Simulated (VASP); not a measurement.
# As in VASP: notebook

As is run at these levels: PBE; tasks: single point, relaxation of cell and atoms.

Everything below comes from runs of VASP 6.6.1. Logs are shortened: lines on timing, memory, paths and dates and some standing lists are left out, and cuts for length are marked.

### 1 The cell of the first run

The typed cell holds 1 atom: a = 2.750 Å, b = 2.750 Å, c = 2.742 Å, α = 90.00°, β = 90.00°, γ = 89.94°.

The cell was built from a structure type or drawn by symmetry, and may not be a known phase.

### 2 Single point, PBE

Contents of INCAR:

```
PREC = Accurate ; ENCUT = 520
EDIFF = 1E-6 ; ISMEAR = 0
SIGMA = 0.1 ; LREAL = False
LASPH = True ; NELM = 100
ALGO = Normal ; ISIF = 2
LWAVE = False ; LCHARG = False
GGA = PE ; NBANDS = 8
```

Contents of KPOINTS:

```
Automatic mesh
0
Gamma
  6 6 6
```

Contents of POSCAR:

```
As
1.0
    1.9455725434     -1.9435364107      0.0000000000
    1.9455725434      1.9435364107      0.0000000000
    0.0000000000      0.0000000000      2.7416792747
As
1
Direct
    0.0000000000      0.0000000000      0.0000000000
```

Potentials or basis: VASP PAW PBE potentials, release 64 (As).

Started as:

```
cat potpaw_PBE.64/As/POTCAR > POTCAR
mpirun -np 1 vasp_std > vasp.out
```

OUTCAR:

```text
PREC = Accurate
   ENCUT = 520
   EDIFF = 1E-6
   ISMEAR = 0
   LREAL = False
   LASPH = True
   NELM = 100
   ISIF = 2
   GGA = PE

 ion  position               nearest neighbor table
   1  0.000  0.000  0.000-

  LATTYP: Found a base centered orthorhombic cell.
 ALAT       =     3.8870728214
 B/A-ratio  =     1.0010476432
 C/A-ratio  =     0.7053326245

  Lattice vectors:

 A1 = (  -1.9455725434,  -1.9435364107,   0.0000000000)
 A2 = (   1.9455725434,  -1.9435364107,   0.0000000000)
 A3 = (   0.0000000000,   0.0000000000,   2.7416792747)

Analysis of symmetry for initial positions (statically):
=====================================================================
 Subroutine PRICEL returns:
 Original cell was already a primitive cell.

 Routine SETGRP: Setting up the symmetry group for a
 base centered orthorhombic supercell.

 Subroutine GETGRP returns: Found  8 space group operations
 (whereof  8 operations were pure point group operations)
 out of a pool of  8 trial point group operations.

The static configuration has the point symmetry D_2h.

Analysis of symmetry for dynamics (positions and initial velocities):
=====================================================================
 Subroutine PRICEL returns:
 Original cell was already a primitive cell.

 Routine SETGRP: Setting up the symmetry group for a
 base centered orthorhombic supercell.

 Subroutine GETGRP returns: Found  8 space group operations
 (whereof  8 operations were pure point group operations)
 out of a pool of  8 trial point group operations.

The dynamic configuration has the point symmetry D_2h.

 Subroutine INISYM returns: Found  8 space group operations
 (whereof  8 operations are pure point group operations),
 and found     1 'primitive' translations

----------------------------------------------------------------------------------------

                                     Primitive cell

  volume of cell :      20.7342

  direct lattice vectors                    reciprocal lattice vectors
     1.945572543 -1.943536411  0.000000000     0.256993758 -0.257262996  0.000000000
     1.945572543  1.943536411  0.000000000     0.256993758  0.257262996  0.000000000
     0.000000000  0.000000000  2.741679275     0.000000000  0.000000000  0.364739964

  length of vectors
     2.750015691  2.750015691  2.741679275     0.363634488  0.363634488  0.364739964

  position of ions in fractional coordinates (direct lattice)
     0.000000000  0.000000000  0.000000000

  ion indices of the primitive-cell ions
   primitive index   ion index
                 1           1

----------------------------------------------------------------------------------------

 KPOINTS: Automatic mesh

Automatic generation of k-mesh.
 Grid dimensions read from file:
 generate k-points for:    6    6    6

 Generating k-lattice:

  Cartesian coordinates                     Fractional coordinates (reciprocal lattice)
     0.042832293 -0.042877166  0.000000000     0.166666667  0.000000000  0.000000000
     0.042832293  0.042877166  0.000000000     0.000000000  0.166666667  0.000000000
     0.000000000  0.000000000  0.060789994     0.000000000  0.000000000  0.166666667

  Length of vectors
     0.060605748  0.060605748  0.060789994

  Shift w.r.t. Gamma in fractional coordinates (k-lattice)
     0.000000000  0.000000000  0.000000000

 Subroutine IBZKPT returns following result:
 ===========================================

 Found     52 irreducible k-points:

 Following reciprocal coordinates:
            Coordinates               Weight
  0.000000  0.000000  0.000000      1.000000
  0.166667  0.000000  0.000000      4.000000
  0.333333  0.000000  0.000000      4.000000
  0.500000 -0.000000  0.000000      2.000000
  0.166667  0.166667  0.000000      2.000000
  0.333333  0.166667  0.000000      4.000000
[... 16 lines left out ...]
  0.333333  0.333333  0.166667      4.000000
  0.500000  0.333333  0.166667      8.000000
 [... further k-points ...]
   k-points           NKPTS =     52   k-points in BZ     NKDIM =     52   number of bands    NBANDS=      8
   number of dos      NEDOS =    301   number of ions     NIONS =      1
   total plane-waves  NPLWV =   8000
   dimension x,y,z NGX =    20 NGY =   20 NGZ =   20
   dimension x,y,z NGXF=    40 NGYF=   40 NGZF=   40
   ions per type =               1
   NGX,Y,Z   is equivalent  to a cutoff of  12.09, 12.09, 12.13 a.u.
   NGXF,Y,Z  is equivalent  to a cutoff of  24.18, 24.18, 24.25 a.u.
 SYSTEM =  unknown system
   PREC   = accura    normal or accurate (medium, high low for compatibility)
   ISTART =      0    job   : 0-new  1-cont  2-samecut
   ICHARG =      2    charge: 1-file 2-atom 10-const
   ISPIN  =      1    spin polarized calculation?
   LNONCOLLINEAR =      F non collinear calculations
   LSORBIT =      F    spin-orbit coupling
   LASPH  =      T    aspherical Exc in radial PAW
   ENCUT  =  520.0 eV  38.22 Ry    6.18 a.u.   5.11  5.11  5.10*2*pi/ulx,y,z
   NELM   =    100;   NELMIN=  2; NELMDL= -5     # of ELM steps
   EDIFF  = 0.1E-05   stopping-criterion for ELM
   LREAL  =      F    real-space projection
   EDIFFG = 0.1E-04   stopping-criterion for IOM
   NSW    =      0    number of steps for IOM
   IBRION =     -1    ionic relax: 0-MD 1-quasi-New 2-CG
   NFREE  =      0    steps in history (QN), initial steepest desc. (CG)
   ISIF   =      2    stress and relaxation
   ISYM   =      2    0-nonsym 1-usesym 2-fastsym
   POTIM  = 0.5000    time-step for ionic-motion
   TEBEG  =    0.0;   TEEND  =   0.0 temperature during run
   PSTRESS=    0.0 pullay stress
   NELECT =       5.0000    total number of electrons
   NUPDOWN=      -1.0000    fix difference up-down
   EMIN   =  10.00;   EMAX   =-10.00  energy-range for DOS
   EFERMI =   0.00;   METHOD = LEGACY
   ISMEAR =     0;   SIGMA  =   0.10  broadening in eV -4-tet -1-fermi 0-gaus
   EFERMI_NEDOS =   21; number of points for ismear=-14 and -15
   IALGO  =     38    algorithm
   IMIX   =      4    mixing-type and parameters
     AMIX     =   0.40;   BMIX     =  1.00
     AMIX_MAG =   1.60;   BMIX_MAG =  1.00
  volume/ion in A,a.u.               =      20.73       139.92
  Fermi-wavevector in a.u.,A,eV,Ry     =   1.018988  1.925609 14.127438  1.038337
  Thomas-Fermi vector in A             =   2.152477
   LORBIT       =      0    0 simple, 1 ext, 2 COOP (PROOUT), +10 PAW based schemes
   GGA     = PE    functional components
   LHFCALC =     F    Hartree Fock is set to
   AEXX    =    0.0000 exact exchange contribution
   IVDW    =     0    specifies the selected vdW correction
   LEPSILON=     F    determine dielectric tensor
   LRPA    =     F    only Hartree local field effects (RPA)
 non-spin polarized calculation
 Gauss-broadening in eV      SIGMA  =   0.10
  energy-cutoff  :      520.00
  volume of cell :       20.73
 maximum number of plane-waves:       579
   NGX = 11   NGY = 11   NGZ = 11

 number of electron       5.0000000 magnetization

 Free energy of the ion-electron system (eV)
  ---------------------------------------------------
  ext. energy  EPLUGINS =         0.00000000
  ---------------------------------------------------
  free energy    TOTEN  =        -4.58716051 eV

  energy without entropy =       -4.58107651  energy(sigma->0) =       -4.58411851

 E-fermi :   5.7212     XC(G=0): -10.2181

 val. band max:        5.7168553228   @ k =  -0.1667   0.1667   0.0000
 cond. band min:       5.7219821074   @ k =   0.1667   0.1667   0.0000
 fundamental gap:      0.0051267847
 Fermi energy:         5.7211544540

 k-point     1 :       0.0000    0.0000    0.0000
  band No.  band energies     occupation
      1      -9.1469      2.00000
      2       9.3466      0.00000
      3       9.3528      0.00000
      4       9.4496      0.00000
      5      13.8395      0.00000
      6      13.8827      0.00000
      7      15.5517      0.00000
      8      29.6651      0.00000

 k-point     2 :       0.1667    0.0000    0.0000
  band No.  band energies     occupation
      1      -8.6657      2.00000
      2       5.4699      1.99962
      3       9.7618      0.00000
      4       9.8615      0.00000
      5      14.3065      0.00000
      6      15.4442      0.00000
      7      19.1132      0.00000
      8      25.4833      0.00000

 k-point     3 :       0.3333    0.0000    0.0000
  band No.  band energies     occupation
      1      -7.3446      2.00000
      2       1.0448      2.00000
      3      10.7835      0.00000
      4      10.8825      0.00000
      5      15.4812      0.00000
      6      16.9921      0.00000
      7      21.5588      0.00000
      8      21.6602      0.00000

 k-point     4 :       0.5000   -0.0000    0.0000
  band No.  band energies     occupation
      1      -6.2255      2.00000
      2      -1.1496      2.00000
      3      11.4689      0.00000
      4      11.5672      0.00000
      5      16.4276      0.00000
      6      19.2640      0.00000
      7      19.6389      0.00000
      8      19.8950      0.00000

 k-point     5 :       0.1667    0.1667    0.0000
  band No.  band energies     occupation
      1      -8.1852      2.00000
      2       5.7220      0.99066
      3       6.1318      0.00000
      4      10.2707      0.00000
      5      15.3524      0.00000
      6      18.9393      0.00000
      7      19.2970      0.00000
      8      22.0390      0.00000
[... 177 lines left out ...]
 k-point    22 :      -0.1667    0.1667    0.1667
  band No.  band energies     occupation
      1      -7.6972      2.00000
      2       6.1493      0.00000
      3       6.1789      0.00000
      4       6.8674      0.00000
      5      18.7073      0.00000
      6      19.6732      0.00000
      7      19.7423      0.00000
      8      21.6013      0.00000

 k-point    23 :       0.3333    0.3333    0.1667
  band No.  band energies     occupation
      1      -5.0470      2.00000
      2       2.9306      2.00000
      3       3.3780      2.00000
      4       8.7825      0.00000
      5      12.4524      0.00000
      6      17.8087      0.00000
      7      18.4942      0.00000
      8      23.1443      0.00000

 k-point    24 :       0.5000    0.3333    0.1667
  band No.  band energies     occupation
      1      -3.8987      2.00000
      2       0.9369      2.00000
      3       4.0461      2.00000
      4       9.6446      0.00000
      5      10.5180      0.00000
      6      16.3606      0.00000
      7      19.1720      0.00000
      8      24.1691      0.00000

 [... further k-points ...]

------------------------ aborting loop because EDIFF is reached ----------------------------------------

  FORCE on cell =-STRESS in cart. coord.  units (eV):
  Direction    XX          YY          ZZ          XY          YZ          ZX
  --------------------------------------------------------------------------------------
  -------------------------------------------------------------------------------------
  Total        0.0084520      0.0127099      0.0335149     -0.0000000      0.0000000      0.0000000
  in kB        0.6531034      0.9821215      2.5897736     -0.0000000      0.0000000      0.0000000
  external PRESSURE =       1.4083328 kB  Pullay stress =       0.0000000 kB

 VOLUME and BASIS-vectors are now :
 -----------------------------------------------------------------------------
  energy-cutoff  :      520.00
  volume of cell :       20.73
      direct lattice vectors                 reciprocal lattice vectors
     1.945572543 -1.943536411  0.000000000     0.256993758 -0.257262996  0.000000000
     1.945572543  1.943536411  0.000000000     0.256993758  0.257262996  0.000000000
     0.000000000  0.000000000  2.741679275     0.000000000  0.000000000  0.364739964

 POSITION                                       TOTAL-FORCE (eV/Angst)
 -----------------------------------------------------------------------------------
      0.00000      0.00000      0.00000         0.000000      0.000000      0.000000
 -----------------------------------------------------------------------------------
    total drift:                               -0.000000      0.000000      0.000000

  FREE ENERGIE OF THE ION-ELECTRON SYSTEM (eV)
  ---------------------------------------------------
  free  energy   TOTEN  =        -4.5871605149 eV

  energy  without entropy=       -4.5810765067  energy(sigma->0) =       -4.58411851
```

Run time: 7 s. Hardware: 1 thread of Intel Xeon 8259CL, shared host; peak memory 0.12 GiB.

What came out:

```yaml
Free_energy: -4.5872 eV
Pressure: 0.1 GPa
Band_gap_on_the_k_mesh: zero (an odd number of electrons rules out a gap without spin polarisation)
```

Levels at points of the mesh, in eV from the Fermi level:
```csv
k point,band 1,band 2,band 3,band 4,band 5,band 6,band 7
"(0.00, 0.00, 0.00)",-14.87,3.63,3.63,3.73,8.12,8.16,9.83
"(0.50, 0.00, 0.00)",-11.95,-6.87,5.75,5.85,10.71,13.54,13.92
"(0.50, 0.50, 0.00)",-8.92,-4.36,-4.35,2.39,7.83,15.63,16.85
"(0.00, 0.00, 0.50)",-11.90,-6.88,5.78,5.78,10.71,13.49,13.91
"(0.50, 0.00, 0.50)",-8.87,-4.37,-4.32,2.40,7.77,15.60,16.75
"(0.50, 0.50, 0.50)",-5.57,-2.08,-2.03,-2.02,5.68,5.70,5.72
```

Caveat: the k points lie up to 0.38 Å⁻¹ apart, too coarse for converged energies and pressures of a metal.

### 3 Single point, PBE

This run uses another cell than the first one, of 20.36 Å³/atom.

Contents of INCAR:

```
PREC = Accurate
ENCUT = 520
EDIFF = 1E-7
ISMEAR = 0
SIGMA = 0.1
LREAL = F
LASPH = T
NELM = 80
ALGO = Normal
ISIF = 2
LWAVE = F
LCHARG = F
GGA = PE
NBANDS = 8
```

Contents of KPOINTS:

```
regular mesh
0
Gamma
  20 20 20
```

Contents of POSCAR:

```
As
1.0
    2.7306350691      0.0000000000      0.0000000000
    0.0000000000      2.7306350691      0.0000000000
    0.0000000000      0.0000000000      2.7306350691
As
1
Direct
    0.0000000000      0.0000000000      0.0000000000
```

Potentials or basis: VASP PAW PBE potentials, release 64 (As).

Started as:

```
cat potpaw_PBE.64/As/POTCAR > POTCAR
mpirun -np 1 vasp_std > vasp.out
```

It took 31 s on 1 thread of Intel Xeon 8259CL, shared host; peak memory 0.15 GiB.

It converged, with:

```
Free energy            : -4.5608 eV
Pressure               : 0.1 GPa
Band gap on the k mesh : zero (an odd number of electrons rules out a gap without spin polarisation)
```

Levels at points of the mesh, in eV from the Fermi level:
| k point | band 1 | band 2 | band 3 | band 4 | band 5 | band 6 | band 7 | band 8 |
| --- | --- | --- | --- | --- | --- | --- | --- | --- |
| (0.00, 0.00, 0.00) | -14.77 | 3.98 | 3.98 | 3.98 | 8.41 | 8.41 | 10.24 | 24.48 |
| (0.50, 0.00, 0.00) | -11.76 | -6.76 | 6.17 | 6.17 | 11.02 | 13.89 | 14.38 | 14.55 |
| (0.50, 0.50, 0.00) | -8.63 | -4.18 | -4.18 | 2.58 | 8.23 | 16.07 | 17.19 | 17.19 |
| (0.50, 0.50, 0.50) | -5.20 | -1.83 | -1.83 | -1.83 | 5.93 | 5.93 | 5.93 | 9.51 |

### 4 Relaxation of cell and atoms, PBE

Contents of INCAR:

```
ALGO = Normal ; EDIFF = 1E-7
EDIFFG = -0.01 ; ENCUT = 600
GGA = PE ; IBRION = 2
ISIF = 3 ; ISMEAR = 0
LASPH = True ; LCHARG = False
LREAL = False ; LWAVE = False
NELM = 80 ; NSW = 100
PREC = Accurate ; SIGMA = 0.1
```

Contents of KPOINTS:

```
k-points
0
Gamma
  20 20 20
```

Contents of POSCAR:

```
As
1.0
    2.7472368856      0.0000000000      0.0000000000
    0.0000000000      2.7472368856      0.0000000000
    0.0000000000      0.0000000000      2.7472368856
As
1
Direct
    0.0000000000      0.0000000000      0.0000000000
```

Started as:

```
cat potpaw_PBE.64/As/POTCAR > POTCAR
mpirun -np 1 vasp_std > vasp.out
```

It took 70 s on 1 thread of Intel Xeon 8259CL, shared host; peak memory 0.18 GiB.

Results (log left out):

| Property | Result |
| --- | --- |
| Free energy | -4.5609 eV |
| Relaxed volume | 20.39 Å³/atom |
| Relaxed cell | a = 2.732 Å, b = 2.732 Å, c = 2.732 Å, α = 90.00°, β = 90.00°, γ = 90.00° |
| Space group after relaxing (to 0.1 Å) | Pm-3m (No. 221) |
| Energy gained by relaxing | 1.3 meV/atom |
| Ionic steps | 3 |
| Pressure after relaxing | 0.0 GPa |
| Band gap on the k mesh | zero (an odd number of electrons rules out a gap without spin polarisation) |

The path:
```
step  energy change (eV)  largest force (eV/Å)  pressure (GPa)  volume (Å³)
   1              0.0000                0.0000           -1.24        20.73
   2             -0.0011                0.0000            0.55        20.25
   3             -0.0013                0.0000            0.01        20.39
```

Final structure:
```cif
data_structure
_symmetry_space_group_name_H-M 'P 1'
_symmetry_Int_Tables_number 1
_cell_length_a 2.7321
_cell_length_b 2.7321
_cell_length_c 2.7321
_cell_angle_alpha 90.000
_cell_angle_beta 90.000
_cell_angle_gamma 90.000
_cell_volume 20.39
loop_
_atom_site_label
_atom_site_type_symbol
_atom_site_fract_x
_atom_site_fract_y
_atom_site_fract_z
_atom_site_occupancy
As1 As 0.00000 0.00000 0.00000 1
```

Levels at points of the mesh, in eV from the Fermi level:
```tsv
k point	band 1	band 2	band 3	band 4	band 5	band 6
(0.00, 0.00, 0.00)	-14.76	3.98	3.98	3.98	8.41	8.41
(0.50, 0.00, 0.00)	-11.75	-6.74	6.16	6.16	11.02	13.88
(0.50, 0.50, 0.00)	-8.63	-4.17	-4.17	2.59	8.22	16.05
(0.50, 0.50, 0.50)	-5.21	-1.82	-1.82	-1.82	5.94	5.94
```

### 5 Summary

| task | cell | k mesh | cutoff (eV) | gap on the mesh (eV) | pressure (GPa) |
| --- | --- | --- | --- | --- | --- |
| single point | a = 2.750, b = 2.750, c = 2.742 Å, angles 90.0, 90.0, 89.9°, 1 atom | 6 × 6 × 6 | 520 | none | 0.1 |
| single point | a = 2.731 Å, 1 atom | 20 × 20 × 20 | 520 | none | 0.1 |
| relaxation of cell and atoms | relaxed from a = 2.747 Å, 1 atom | 20 × 20 × 20 | 600 | none | 0.0 |

Alike in all rows: level PBE; potentials or basis VASP PAW PBE potentials, release 64 (As); no spin polarisation; smearing gaussian 0.1 eV.

Caveats: some runs use coarse meshes.

Total energies depend on the potentials used, so only differences within one code and one set of settings carry meaning.
